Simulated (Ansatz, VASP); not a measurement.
Two plane-wave programs on MnO

Contents of INCAR:

```
SYSTEM = MnO
PREC = Accurate
ENCUT = 520
EDIFF = 1E-7
ISMEAR = -1
SIGMA = 0.05
LREAL = .False.
LASPH = .True.
NELM = 150
ALGO = Normal
ISIF = 2
LWAVE = .False.
LCHARG = .False.
ISPIN = 2
MAGMOM = 4 0
LORBIT = 11
LMAXMIX = 4
GGA = PE
NBANDS = 20
```

KPOINTS

```
regular mesh
0
Gamma
  8 8 8
  0 0 0
```

File POSCAR:

```
MnO
1.0
    0.0000000000      2.4365134300      2.5339739672
    2.4365134300      0.0000000000      2.5339739672
    2.4365134300      2.4365134300      0.0000000000
Mn O
1 1
Direct
    0.0000000000      0.0000000000      0.0000000000
    0.2500000000      0.2500000000      0.2500000000
```

input.yaml

```yaml
crystal:
  lattice:
    - [0.0, 2.43651343, 2.5339739672]
    - [2.43651343, 0.0, 2.5339739672]
    - [2.43651343, 2.43651343, 0.0]
  atoms:
    - { symbol: Mn, position: [0.0, 0.0, 0.0], spin: 4.0 }
    - { symbol: O, position: [0.25, 0.25, 0.25] }
hamiltonian:
  xc: pbe
  pseudopotentials: { kind: paw }
magnetization:
  spin_polarized: true
kpoints:
  mp_grid: { grid: [8, 8, 8] }
scf:
  occupations: { method: fermi_dirac, width: 0.05 }
output:
  forces: true
  stress: true
  eigenvalues: true
```

Alike in both runs: task single point; functional PBE; k mesh 8 × 8 × 8; occupations fermi-dirac, width 0.05 eV; collinear spin.

```csv
,VASP,Ansatz
version,VASP 6.6.1,Ansatz 0.2.0
potentials or method,"VASP PAW PBE potentials, release 64 (Mn_pv, O)",Ansatz PAW
plane-wave cutoff (eV),520,420
valence electrons in the cell,19,21
```

VASP gave:

- gap on the k mesh at the Fermi level (eV): none
- pressure (GPa): -8.0
- traceless stress, the component that is largest in VASP (GPa): -0.96
- net moment per atom (μB): 2.50
- size of the moment on the site where the two differ most (μB): 4.45

Task: What did Ansatz give for the same quantities?

Result: gap on the k mesh at the Fermi level (eV): none; pressure (GPa): -8.2; traceless stress, the component that is largest in VASP (GPa): -0.97; net moment per atom (μB): 2.50; size of the moment on the site where the two differ most (μB): 4.06.

Site moments also hang on the region over which each program counts them. A gap of «none» marks a metal or a gap that the smearing closes. VASP's potentials hold 19 valence electrons a cell and Ansatz's 21, so a difference there can come from the potentials and not from the codes.
